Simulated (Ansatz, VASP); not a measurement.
One calculation of TiC, two programs

File INCAR:

```
PREC     = Accurate       # precision mode
ENCUT    = 520            # plane-wave cutoff, eV
EDIFF    = 1E-8           # SCF threshold, eV
ISMEAR   = -1             # smearing method
SIGMA    = 0.03           # smearing width, eV
LREAL    = F              # projectors in reciprocal space
LASPH    = T              # aspherical terms in the spheres
NELM     = 60             # most SCF steps
ALGO     = Normal         # electronic algorithm
ISIF     = 2              # what is computed and relaxed
LWAVE    = F              # write WAVECAR
LCHARG   = F              # write CHGCAR
GGA      = PS             # functional
LEFG     = T            
NBANDS   = 15             # bands
```

KPOINTS

```
regular mesh
0
Gamma
  14 14 14
```

Contents of POSCAR:

```
TiC
1.0
    0.0000000000      2.1924769499      2.1924769499
    2.1924769499      0.0000000000      2.1924769499
    2.1924769499      2.1924769499      0.0000000000
Ti C
1 1
Direct
    0.0000000000      0.0000000000      0.0000000000
    0.5000000000      0.5000000000      0.5000000000
```

Input for Ansatz:

```yaml
crystal:
  lattice:
    - [0.0, 2.1924769499, 2.1924769499]
    - [2.1924769499, 0.0, 2.1924769499]
    - [2.1924769499, 2.1924769499, 0.0]
  atoms:
    - { symbol: Ti, position: [0.0, 0.0, 0.0] }
    - { symbol: C, position: [0.5, 0.5, 0.5] }
kpoints:
  mp_grid: { grid: [14, 14, 14] }
scf:
  occupations: { method: fermi_dirac, width: 0.03 }
hamiltonian:
  xc: pbesol
  pseudopotentials: { kind: all_electron, datasets: crystal }
output:
  forces: true
  stress: true
  eigenvalues: true
  efg: { contact_densities: true }
```

Change from the starting cell: volume scaled by 1.04, crystal datasets.

Alike in both runs: task electric field gradients; functional PBEsol; k mesh 14 × 14 × 14; occupations fermi-dirac, width 0.03 eV; no spin polarisation.

|  | VASP | Ansatz |
| --- | --- | --- |
| version | VASP 6.6.1 | Ansatz 0.2.0 |
| potentials or method | VASP PAW PBE potentials, release 64 (Ti_sv, C), cutoff 520 eV | all-electron PAW with datasets made for the crystal, scalar-relativistic |

```csv
,VASP,Ansatz,Ansatz less VASP
pressure (GPa),-14.6,-15.0,-0.33
```

VASP's potentials were made for PBE, not for PBEsol. Ansatz ran all-electron here, and VASP with PAW potentials.
